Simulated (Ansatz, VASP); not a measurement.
## One calculation of Ag, two programs

The input INCAR:

```
  PREC = Accurate
  ENCUT = 520
  EDIFF = 1E-8
  ISMEAR = -1
  SIGMA = 0.05
  LREAL = F
  LASPH = T
  NELM = 60
  ALGO = Normal
  ISIF = 2
  LWAVE = F
  LCHARG = F
  GGA = PE
  LEFG = T
  NBANDS = 12
```

File KPOINTS:

```
Automatic mesh
0
Gamma
  15 15 15
```

The input POSCAR:

```
Ag
1.0
   -0.0306465000      2.0277767500      2.0277767500
    2.0277767500     -0.0306465000      2.0277767500
    2.0277767500      2.0277767500     -0.0306465000
Ag
1
Direct
    0.0000000000      0.0000000000      0.0000000000
```

Input for Ansatz:

```yaml
crystal:
  lattice:
    - [-0.0306465, 2.02777675, 2.02777675]
    - [2.02777675, -0.0306465, 2.02777675]
    - [2.02777675, 2.02777675, -0.0306465]
  atoms:
    - { symbol: Ag, position: [0.0, 0.0, 0.0] }
kpoints:
  mp_grid: { grid: [15, 15, 15] }
scf:
  occupations: { method: fermi_dirac, width: 0.05 }
hamiltonian:
  xc: pbe
  pseudopotentials: { kind: paw }
output:
  forces: true
  stress: true
  eigenvalues: true
  efg: { contact_densities: true }
```

Change from the starting cell: equal xy, yz and zx shear strains of -1.5 %, PAW files.

Alike in both runs: task electric field gradients; functional PBE; k mesh 15 × 15 × 15; occupations fermi-dirac, width 0.05 eV; no spin polarisation.

|  | VASP | Ansatz |
| --- | --- | --- |
| version | VASP 6.6.1 | Ansatz 0.2.0 |
| potentials or method | VASP PAW PBE potentials, release 64 (Ag) | PAW with Ansatz's default frozen-core files, scalar-relativistic |
| plane-wave cutoff (eV) | 520 | 420 |
| valence electrons in the cell | 11 | 19 |

```tsv
	VASP	Ansatz	Ansatz less VASP
pressure (GPa)	4.5	4.7	+0.16
traceless stress, the component that is largest in VASP (GPa)	0.45	0.47	+0.015
size of Vzz on the site where it differs most (V/Å²)	0.6	1.6	+1.01
```

VASP's potentials hold 11 valence electrons a cell and Ansatz's 19, so a difference there can come from the potentials and not from the codes.
